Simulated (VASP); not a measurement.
Here is a VASP 6.6.1 calculation.

INCAR

```
PREC     = Accurate       # precision mode
ENCUT    = 520            # plane-wave cutoff, eV
EDIFF    = 1E-6           # SCF threshold, eV
ISMEAR   = -1             # smearing method
SIGMA    = 0.02           # smearing width, eV
LREAL    = False          # projectors in reciprocal space
LASPH    = True           # aspherical terms in the spheres
NELM     = 100            # most SCF steps
ALGO     = Normal         # electronic algorithm
ISIF     = 2              # what is computed and relaxed
LWAVE    = False          # write WAVECAR
LCHARG   = False          # write CHGCAR
GGA      = PE             # functional
NBANDS   = 14             # bands
```

File KPOINTS:

```
regular mesh
0
Gamma
  10 10 10
```

The input POSCAR:

```
NaF
1.0
    0.0000000000      2.3611051017      2.2972417802
    2.3611051017      0.0000000000      2.2972417802
    2.3611051017      2.3611051017      0.0000000000
Na F
1 1
Direct
    0.0000000000      0.0000000000      0.0000000000
    0.5000000000      0.5000000000      0.5000000000
```

Potentials or basis: VASP PAW PBE potentials, release 64 (Na_pv, F).

Command:

```sh
$ cat potpaw_PBE.64/Na_pv/POTCAR potpaw_PBE.64/F/POTCAR > POTCAR
$ mpirun -np 1 vasp_std > vasp.out
```

(1) What does it give for the pressure?

(2) Predict the band gap on the k mesh.

Results:

(1) 0.6 GPa.

(2) 6.14 eV, direct.

Caveat: the cell differs from its parent crystal (biaxial xy strain +2.8%).
